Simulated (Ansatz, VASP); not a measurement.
# Nb: VASP beside Ansatz

The input INCAR:

```
SYSTEM = Nb
PREC = Accurate ; ENCUT = 400
EDIFF = 1E-8 ; ISMEAR = -1
SIGMA = 0.05 ; LREAL = .False.
LASPH = .True. ; NELM = 120
ALGO = Normal ; ISIF = 2
LWAVE = .False. ; LCHARG = .False.
GGA = PE ; LEFG = .True.
NBANDS = 12 ; GGA_COMPAT = .False.
```

File KPOINTS:

```
Automatic mesh
0
Gamma
  14 14 14
  0 0 0
```

POSCAR

```
Nb
1.0
   -1.6723326728      1.6723326728      1.6473105000
    1.6723326728     -1.6723326728      1.6473105000
    1.6723326728      1.6723326728     -1.6473105000
Nb
1
Direct
    0.0000000000      0.0000000000      0.0000000000
```

Input for Ansatz:

```yaml
crystal:
  lattice:
    - [-1.6723326728, 1.6723326728, 1.6473105]
    - [1.6723326728, -1.6723326728, 1.6473105]
    - [1.6723326728, 1.6723326728, -1.6473105]
  atoms:
    - { symbol: Nb, position: [0.0, 0.0, 0.0] }
kpoints:
  mp_grid: { grid: [14, 14, 14] }
scf:
  occupations: { method: fermi_dirac, width: 0.05 }
hamiltonian:
  xc: pbe
  pseudopotentials: { kind: all_electron, datasets: crystal }
output:
  forces: true
  stress: true
  eigenvalues: true
  efg: { contact_densities: true }
```

Change from the starting cell: z stretched by -1 % at fixed volume, crystal datasets.

Alike in both runs: task electric field gradients; functional PBE; k mesh 14 × 14 × 14; occupations fermi-dirac, width 0.05 eV; no spin polarisation.

|  | VASP | Ansatz |
| --- | --- | --- |
| version | VASP 6.6.1 | Ansatz 0.2.0 |
| potentials or method | VASP PAW PBE potentials, release 64 (Nb_sv), cutoff 400 eV | all-electron PAW with datasets made for the crystal, scalar-relativistic |

```tsv
	VASP	Ansatz	Ansatz less VASP
size of Vzz on the site where it differs most (V/Å²)	0.8	0.8	-0.05
```

Ansatz ran all-electron here, and VASP with PAW potentials.
